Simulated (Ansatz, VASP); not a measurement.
## MgI2: VASP beside Ansatz

```
CELL_PARAMETERS angstrom
4.15370 0.00000 0.00000
-2.07685 3.59721 0.00000
0.00000 0.00000 6.86200
ATOMIC_POSITIONS crystal
Mg 0.00000 0.00000 0.00000
I 0.26221 0.63110 0.80935
I 0.59554 0.29777 0.29409
```

Change from the starting cell: all I atoms moved +0.438 Å, as atom 2 towards its neighbour atom 3 (I) at 4.101 Å.

Alike in both runs: task single point; functional PBEsol; k mesh 6 × 6 × 4; occupations gaussian, width 0.05 eV; no spin polarisation.

|  | VASP | Ansatz |
| --- | --- | --- |
| version | VASP 6.6.1 | Ansatz 0.2.0 |
| potentials or method | VASP PAW PBE potentials, release 64 (Mg, I), cutoff 520 eV | scalar-relativistic, plane waves, PAW |
| valence electrons in the cell | 16 | 44 |

Ansatz gave:

| Property | Result |
| --- | --- |
| gap on the k mesh at the Fermi level (eV) | 2.58 |
| least direct gap on the mesh (eV) | 2.58 |
| pressure (GPa) | 1.4 |
| traceless stress, the component that is largest in VASP (GPa) | -1.41 |
| rms of the force components (eV/Å) | 0.903 |

**Question.** Estimate VASP's values.

**Answer.** gap on the k mesh at the Fermi level (eV): 2.57; least direct gap on the mesh (eV): 2.57; pressure (GPa): 1.4; traceless stress, the component that is largest in VASP (GPa): -1.42; rms of the force components (eV/Å): 0.906.

VASP's potentials were made for PBE, not for PBEsol. Atom by atom the forces differ by 0.003 eV/Å (rms over components). VASP's potentials hold 16 valence electrons a cell and Ansatz's 44, so a difference there can come from the potentials and not from the codes.

Neither program's run includes spin-orbit coupling.
